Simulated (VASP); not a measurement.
# Si12CO in VASP: a series of runs, part 2 of 2

VASP 6.6.1. Earlier steps stand in the parts before.

**4. Single point, PBE**

Input file INCAR:

```
SYSTEM = Si12CO
  ALGO = Normal
  DIPOL = 0.5 0.5 0.294
  EDIFF = 1E-6
  ENCUT = 520
  GGA = PE
  GGA_COMPAT = .False.
  IDIPOL = 3
  ISIF = 2
  ISMEAR = 0
  LASPH = .True.
  LCHARG = .False.
  LDIPOL = .True.
  LREAL = .False.
  LWAVE = .False.
  NBANDS = 42
  NELM = 120
  NELMDL = -8
  PREC = Accurate
  SIGMA = 0.05
```

Input file KPOINTS:

```
k-points
0
Gamma
  4 5 1
  0 0 0
```

Input file POSCAR:

```
Si12CO
1.0
    7.7350711403      0.0000000000      0.0000000000
    0.0000000000      5.4695212563      0.0000000000
    0.0000000000      0.0000000000     21.7238421161
Si C O
12 1 1
Direct
    0.2500000000      0.0000000000      0.1841294914
    0.7500000000      0.0000000000      0.1841294914
    0.0000000000      0.2500000000      0.1841294914
    0.5000000000      0.2500000000      0.1841294914
    0.0000000000      0.5024402206      0.2710384099
    0.5000000000      0.5024402206      0.2710384099
    0.2500000000      0.7475597794      0.2710384099
    0.7500000000      0.7475597794      0.2710384099
    0.2500000000      0.0098635024      0.3555467801
    0.7500000000      0.0098635024      0.3555467801
    0.0000000000      0.2401364976      0.3555467801
    0.5000000000      0.2401364976      0.3555467801
    0.0000000000      0.0098635024      0.4222937207
    0.1293268035     -0.0069885760      0.4489924970
```

Potentials or basis: VASP PAW PBE potentials, release 64 (Si, C, O).

Command:

```
$ cat potpaw_PBE.64/Si/POTCAR potpaw_PBE.64/C/POTCAR potpaw_PBE.64/O/POTCAR > POTCAR
$ mpirun -np 1 vasp_std > vasp.out
```

OUTCAR:

```text
SYSTEM = Si12CO
   EDIFF = 1E-6
   ENCUT = 520
   GGA = PE
   ISIF = 2
   ISMEAR = 0
   LASPH = .True.
   LREAL = .False.
   NELM = 120
   NELMDL = -8
   PREC = Accurate

 ion  position               nearest neighbor table
   1  0.250  0.000  0.184-   7 2.34   4 2.37   3 2.37
   2  0.750  0.000  0.184-   8 2.34   4 2.37   3 2.37
   3  0.000  0.250  0.184-   5 2.34   2 2.37   1 2.37
   4  0.500  0.250  0.184-   6 2.34   2 2.37   1 2.37
   5  0.000  0.502  0.271-  11 2.33   3 2.34   8 2.35   7 2.35
   6  0.500  0.502  0.271-  12 2.33   4 2.34   8 2.35   7 2.35
   7  0.250  0.748  0.271-   9 2.33   1 2.34   6 2.35   5 2.35
   8  0.750  0.748  0.271-  10 2.33   2 2.34   6 2.35   5 2.35
   9  0.250  0.010  0.356-  14 2.24  12 2.31  11 2.31   7 2.33  13 2.42
  10  0.750  0.010  0.356-  11 2.31  12 2.31   8 2.33  13 2.42
  11  0.000  0.240  0.356-  13 1.92  10 2.31   9 2.31   5 2.33
  12  0.500  0.240  0.356-   9 2.31  10 2.31   6 2.33
  13  0.000  0.010  0.422-  14 1.16  11 1.92   9 2.42  10 2.42
  14  0.129  0.993  0.449-  13 1.16   9 2.24

  LATTYP: Found a simple orthorhombic cell.
 ALAT       =     5.4695212563
 B/A-ratio  =     1.4142135624
 C/A-ratio  =     3.9717995594

  Lattice vectors:

 A1 = (   0.0000000000,  -5.4695212563,   0.0000000000)
 A2 = (   7.7350711403,   0.0000000000,   0.0000000000)
 A3 = (   0.0000000000,   0.0000000000,  21.7238421161)

Analysis of symmetry for initial positions (statically):
=====================================================================
 Subroutine PRICEL returns:
 Original cell was already a primitive cell.

 Routine SETGRP: Setting up the symmetry group for a
 simple orthorhombic supercell.

 Subroutine GETGRP returns: Found  1 space group operations
 (whereof  1 operations were pure point group operations)
 out of a pool of  8 trial point group operations.

The static configuration has the point symmetry C_1 .

[... 166 lines left out ...]

 Free energy of the ion-electron system (eV)
  ---------------------------------------------------
  ext. energy  EPLUGINS =         0.00000000
  ---------------------------------------------------
  free energy    TOTEN  =       -69.78591862 eV

  energy without entropy =      -69.76688722  energy(sigma->0) =      -69.77640292

 E-fermi :  -1.8097     XC(G=0):  -3.4322

 val. band max:       -1.8232834146   @ k =   0.2500   0.0000   0.0000
 cond. band min:      -1.8089307260   @ k =   0.0000   0.4000   0.0000
 fundamental gap:      0.0143526886
 Fermi energy:        -1.8096665485

 k-point     1 :       0.0000    0.0000    0.0000
  band No.  band energies     occupation
      1     -26.4321      2.00000
      2     -13.7206      2.00000
      3     -12.6684      2.00000
      4     -11.6085      2.00000
      5     -11.2059      2.00000
      6     -10.9737      2.00000
[... 473 lines left out ...]
     40       1.7037      0.00000
     41       2.0240      0.00000
 [bands above 41 left out]

------------------------ aborting loop because EDIFF is reached ----------------------------------------

 vacuum level on the upper side and lower side of the slab       (xc-potential included)        -0.106        -0.082

  FORCE on cell =-STRESS in cart. coord.  units (eV):
  Direction    XX          YY          ZZ          XY          YZ          ZX
  --------------------------------------------------------------------------------------
  -------------------------------------------------------------------------------------
  Total        5.2953846      3.5265857      5.8900333     -0.8896147     -1.1816411      2.2458996
  in kB        9.2311928      6.1477297     10.2678158     -1.5508231     -2.0598990      3.9151703
  external PRESSURE =       8.5489128 kB  Pullay stress =       0.0000000 kB

 VOLUME and BASIS-vectors are now :
 -----------------------------------------------------------------------------
  energy-cutoff  :      520.00
  volume of cell :      919.07
      direct lattice vectors                 reciprocal lattice vectors
     7.735071140  0.000000000  0.000000000     0.129281293  0.000000000  0.000000000
     0.000000000  5.469521256  0.000000000     0.000000000  0.182831358  0.000000000
     0.000000000  0.000000000 21.723842116     0.000000000  0.000000000  0.046032373

 POSITION                                       TOTAL-FORCE (eV/Angst)
 -----------------------------------------------------------------------------------
      1.93377      0.00000      4.00000         0.041075      0.476529     -0.005377
      5.80130      0.00000      4.00000        -0.075808      0.655097      0.118876
      0.00000      1.36738      4.00000         0.028285     -0.766134      0.351970
      3.86754      1.36738      4.00000         0.011138     -0.607641      0.012801
      0.00000      2.74811      5.88800         0.119605      0.513834     -0.410448
      3.86754      2.74811      5.88800         0.063055     -0.049352     -0.050882
      1.93377      4.08879      5.88800        -0.055911     -0.289508     -0.117834
      5.80130      4.08879      5.88800        -0.098040     -0.258989     -0.322439
      1.93377      0.05395      7.72384         0.672181     -0.079629     -1.081213
      5.80130      0.05395      7.72384         0.224699     -0.222105     -0.042312
      0.00000      1.31343      7.72384        -0.896553      1.016411     -1.404310
      3.86754      1.31343      7.72384        -0.023456      0.262786      0.389414
      0.00000      0.05395      9.17384        -4.040106      1.580444     -1.518549
      1.00035      5.43130      9.75384         4.029835     -2.231742      4.080303
 -----------------------------------------------------------------------------------
    total drift:                                0.000415     -0.000024      0.000388

  FREE ENERGIE OF THE ION-ELECTRON SYSTEM (eV)
  ---------------------------------------------------
  free  energy   TOTEN  =       -69.7859186153 eV

  energy  without entropy=      -69.7668872207  energy(sigma->0) =      -69.77640292

 vacuum level on the upper side and lower side of the slab         2.870         2.896
```

Run time: 22 min. Hardware: 1 thread of Oxide Virtual Turin-like, shared host; peak memory 0.95 GiB.

What came out:

| Quantity | Value |
| --- | --- |
| Free energy | -69.7859 eV |
| Largest force | 6.154 eV/Å |
| Band gap on the k mesh | zero (bands 29 and 30 overlap by 0.07 eV) |

Forces on the atoms (eV/Å):
```
Si   0.041  0.477 -0.005
Si  -0.076  0.655  0.119
Si   0.028 -0.766  0.352
Si   0.011 -0.608  0.013
Si   0.120  0.514 -0.410
Si   0.063 -0.049 -0.051
Si  -0.056 -0.290 -0.118
Si  -0.098 -0.259 -0.322
Si   0.672 -0.080 -1.081
Si   0.225 -0.222 -0.042
Si  -0.897  1.016 -1.404
Si  -0.023  0.263  0.389
C   -4.040  1.580 -1.519
O    4.030 -2.232  4.080
```

Levels at points of the mesh, in eV from the Fermi level:
```
           k point  band 25  band 26  band 27  band 28  band 29  band 30  band 31  band 32  band 33  band 34
(0.00, 0.00, 0.00)    -1.16    -0.76    -0.61    -0.36    -0.21     0.10     0.19     0.52     0.89     1.52
(0.50, 0.00, 0.00)    -1.54    -0.88    -0.76    -0.54    -0.22    -0.04     0.59     0.83     1.38     1.69
```

**5. Single point, PBE**

Input file INCAR:

```
PREC = Accurate
ENCUT = 520
EDIFF = 1E-6
ISMEAR = 0
SIGMA = 0.05
LREAL = False
LASPH = True
NELM = 120
ALGO = Normal
ISIF = 2
LWAVE = False
LCHARG = False
LDIPOL = True
IDIPOL = 3
DIPOL = 0.5 0.5 0.292
GGA = PE
NBANDS = 42
GGA_COMPAT = False
NELMDL = -8
```

Input file KPOINTS:

```
regular mesh
0
Gamma
  4 5 1
```

POSCAR, as its differences from that of step 4:

```diff
@@ -21,2 +21,2 @@
     0.0000000000      0.0098635024      0.4222937207
-    0.1293268035     -0.0069885760      0.4489924970
+    0.0865830837      0.1830296699      0.4222937207
```

Command:

```
$ cat potpaw_PBE.64/Si/POTCAR potpaw_PBE.64/C/POTCAR potpaw_PBE.64/O/POTCAR > POTCAR
$ mpirun -np 1 vasp_std > vasp.out
```

It took 21 min on 1 thread of Oxide Virtual Turin-like, shared host; peak memory 0.95 GiB.

It converged, with:

```yaml
Free_energy: -67.0273 eV
Largest_force: 13.617 eV/Å
Band_gap_on_the_k_mesh: zero (bands 29 and 30 overlap by 0.21 eV)
```

Forces on the atoms (eV/Å):
```
Si    0.050   0.442   0.248
Si    0.027   0.663   0.055
Si   -0.097  -0.374   0.045
Si    0.083  -0.682  -0.053
Si    0.059   0.481  -0.598
Si   -0.083  -0.062   0.106
Si    0.076  -0.270  -0.376
Si    0.223  -0.117  -0.075
Si    0.591  -1.199  -2.144
Si    0.074  -0.123   0.610
Si   -1.015   1.994  -7.311
Si    0.066   0.396   0.501
C    -5.384 -11.229   1.548
O     5.330  10.080   7.444
```

Levels at points of the mesh, in eV from the Fermi level:
```
           k point  band 26  band 27  band 28  band 29  band 30  band 31  band 32  band 33
(0.00, 0.00, 0.00)    -0.76    -0.47    -0.35    -0.10    -0.01     0.14     0.48     1.34
(0.50, 0.00, 0.00)    -0.94    -0.70    -0.37    -0.21    -0.09     0.62     0.77     1.06
```

**6. Single point, PBE**

Input file INCAR:

```
SYSTEM = Si12CO
  PREC = Accurate
  ENCUT = 520
  EDIFF = 1E-6
  ISMEAR = 0
  SIGMA = 0.05
  LREAL = .False.
  LASPH = .True.
  NELM = 120
  ALGO = Normal
  ISIF = 2
  LWAVE = .False.
  LCHARG = .False.
  LDIPOL = .True.
  IDIPOL = 3
  DIPOL = 0.5 0.5 0.292
  GGA = PE
  NBANDS = 42
  GGA_COMPAT = .False.
  NELMDL = -8
```

Input file KPOINTS:

```
regular mesh
0
Gamma
  4 5 1
  0 0 0
```

POSCAR, as its differences from that of step 5:

```diff
@@ -21,2 +21,2 @@
     0.0000000000      0.0098635024      0.4222937207
-    0.0865830837      0.1830296699      0.4222937207
+   -0.0627506459      0.2024887739      0.4222937207
```

Potentials or basis: VASP PAW PBE potentials, release 64 (Si, C, O).

Command:

```
$ cat potpaw_PBE.64/Si/POTCAR potpaw_PBE.64/C/POTCAR potpaw_PBE.64/O/POTCAR > POTCAR
$ mpirun -np 1 vasp_std > vasp.out
```

Run time: 22 min. Hardware: 1 thread of Oxide Virtual Turin-like, shared host; peak memory 0.95 GiB.

It converged, with:

| Property | Result |
| --- | --- |
| Free energy | -67.2667 eV |
| Largest force | 15.532 eV/Å |
| Band gap on the k mesh | zero (bands 29 and 30 overlap by 0.24 eV) |

Forces in eV/Å, atoms in the order of the input:
```
Si   -0.018   0.657   0.093
Si   -0.049   0.525   0.241
Si    0.074  -0.375  -0.043
Si   -0.055  -0.748  -0.095
Si   -0.062   0.397  -0.544
Si    0.075  -0.077   0.112
Si   -0.150  -0.108  -0.077
Si   -0.136  -0.206  -0.357
Si   -0.123  -0.218   0.436
Si   -0.387  -1.252  -1.718
Si    1.456   1.946  -9.886
Si   -0.016   0.332   0.511
C     3.677 -11.903   1.266
O    -4.286  11.029  10.061
```

Levels at points of the mesh, in eV from the Fermi level:
```tsv
k point	band 26	band 27	band 28	band 29	band 30	band 31	band 32	band 33
(0.00, 0.00, 0.00)	-0.75	-0.43	-0.31	-0.07	-0.03	0.17	0.44	1.43
(0.50, 0.00, 0.00)	-1.02	-0.67	-0.41	-0.20	-0.06	0.78	0.79	1.16
```

**7. Summary**

```csv
cell,gap on the mesh (eV),largest force (eV/Å)
"as given, atomic positions A",none,6.49
"as given, atomic positions B",none,5.06
"as given, atomic positions C",none,6.15
"as given, atomic positions D",none,13.62
"as given, atomic positions E",none,15.53
```

Alike in all rows: task single point; level PBE; potentials or basis VASP PAW PBE potentials, release 64 (Si, C, O); no spin polarisation; k mesh 4 × 5 × 1; cutoff (eV) 520; smearing gaussian 0.05 eV.

Absolute energies hang on the potentials; compare differences alone.

The gap in the log of VASP goes by the Fermi energy; the results here count the filled bands.